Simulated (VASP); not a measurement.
## Zn3In4O: single point with PBE

The system is Zn3In4O.

```xyz
8
Lattice="3.2706 0.0000 0.0000 0.0000 3.2706 0.0000 0.0000 0.0000 16.7918" Properties=species:S:1:pos:R:3 pbc="T T T"
Zn    0.0000    0.0000    8.3959
Zn    0.0000    0.0000   12.9445
Zn    0.0000    0.0000    3.8473
In    1.6353    0.0000   15.2567
In    1.6353    0.0000    6.1256
In    0.0000    1.6353   10.6662
In    0.0000    1.6353    1.5351
O     0.0000    0.0000    0.0000
```

```
Program                : VASP 6.6.1
Task                   : single point
Functional             : PBE
Potentials or basis    : VASP PAW PBE potentials, release 64 (Zn, In_d, O)
Cutoff                 : 520 eV
k mesh                 : 5 × 5 × 2
Occupations            : gaussian, width 0.2 eV
Spin                   : no spin polarisation
Dipole correction      : no
Further INCAR settings : ALGO = Normal; EDIFF = 1e-07; NBANDS = 57
```

- Pressure: -0.1 GPa
- Largest force: 0.076 eV/Å
- Band gap on the k mesh: zero (band 47 reaches 6.54 eV, above the bottom of band 48 at 3.87 eV)

Forces in eV/Å, atoms in the order of the input:
```
Zn   0.000  0.000  0.000
Zn   0.000  0.000  0.002
Zn   0.000  0.000 -0.002
In   0.000  0.000 -0.076
In   0.000  0.000 -0.041
In   0.000  0.000  0.041
In   0.000  0.000  0.076
O    0.000  0.000  0.000
```

Stress tensor (GPa, compression positive):
```
-0.22  0.00  0.00
 0.00 -0.22  0.00
 0.00  0.00  0.23
```

Levels at points of the mesh, in eV from the Fermi level:
```csv
k point,band 42,band 43,band 44,band 45,band 46,band 47,band 48,band 49,band 50,band 51
"(0.00, 0.00, 0.00)",-4.84,-3.44,-3.44,-2.28,-1.64,1.71,1.81,5.19,5.19,5.70
"(0.00, 0.00, 0.50)",-3.59,-3.58,-3.44,-3.44,-0.44,0.13,3.78,3.87,5.16,5.16
```

Wall time 87 s on 1 thread of AMD EPYC 9R45 96-Core Processor (Zen 5), with other jobs on the host, peak memory 0.27 GiB.

Caveat: the k points lie up to 0.38 Å⁻¹ apart; spin-orbit coupling is left out, which moves the levels of the heavy elements.
